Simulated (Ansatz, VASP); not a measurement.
**Zr3Ag: VASP beside Ansatz**

The input INCAR:

```
  PREC = Accurate
  ENCUT = 520
  EDIFF = 1E-8
  ISMEAR = -1
  SIGMA = 0.05
  LREAL = False
  LASPH = True
  NELM = 100
  ALGO = Normal
  ISIF = 2
  LWAVE = False
  LCHARG = False
  GGA = CA
  LEFG = True
  NBANDS = 32
```

The input KPOINTS:

```
regular mesh
0
Gamma
  7 7 8
```

File POSCAR:

```
Zr3Ag
1.0
    4.5353547813      0.0000000000      0.0000000000
    0.0000000000      4.5353547813      0.0000000000
    0.0000000000      0.0000000000      3.9592475161
Zr Ag
3 1
Direct
    0.5000000000      0.5000000000      0.0000000000
    0.0000000000      0.5000000000      0.5000000000
    0.5000000000      0.0000000000      0.5000000000
    0.0000000000      0.0000000000      0.0000000000
```

Input for Ansatz:

```yaml
crystal:
  lattice:
    - [4.5353547813, 0.0, 0.0]
    - [0.0, 4.5353547813, 0.0]
    - [0.0, 0.0, 3.9592475161]
  atoms:
    - { symbol: Zr, position: [0.5, 0.5, 0.0] }
    - { symbol: Zr, position: [0.0, 0.5, 0.5] }
    - { symbol: Zr, position: [0.5, 0.0, 0.5] }
    - { symbol: Ag, position: [0.0, 0.0, 0.0] }
kpoints:
  mp_grid: { grid: [7, 7, 8] }
scf:
  occupations: { method: fermi_dirac, width: 0.05 }
hamiltonian:
  xc: lda
  pseudopotentials: { kind: all_electron, datasets: crystal }
output:
  forces: true
  stress: true
  eigenvalues: true
  efg: { contact_densities: true }
```

Change from the starting cell: volume scaled by 0.98, crystal datasets.

Alike in both runs: task electric field gradients; functional LDA; k mesh 7 × 7 × 8; occupations fermi-dirac, width 0.05 eV; no spin polarisation.

|  | VASP | Ansatz |
| --- | --- | --- |
| version | VASP 6.6.1 | Ansatz 0.2.0 |
| potentials or method | VASP PAW LDA potentials, release 64 (Zr_sv, Ag), cutoff 520 eV | all-electron PAW with datasets made for the crystal, scalar-relativistic |

|  | VASP | Ansatz | Ansatz less VASP |
| --- | --- | --- | --- |
| pressure (GPa) | -2.8 | -3.0 | -0.14 |
| traceless stress, the component that is largest in VASP (GPa) | 1.67 | 1.69 | +0.022 |
| size of Vzz on the site where it differs most (V/Å²) | 45.6 | 38.8 | -6.75 |

LDA's correlation is that of Perdew and Zunger in VASP and of Perdew and Wang (1992) in Ansatz. Ansatz ran all-electron here, and VASP with PAW potentials.
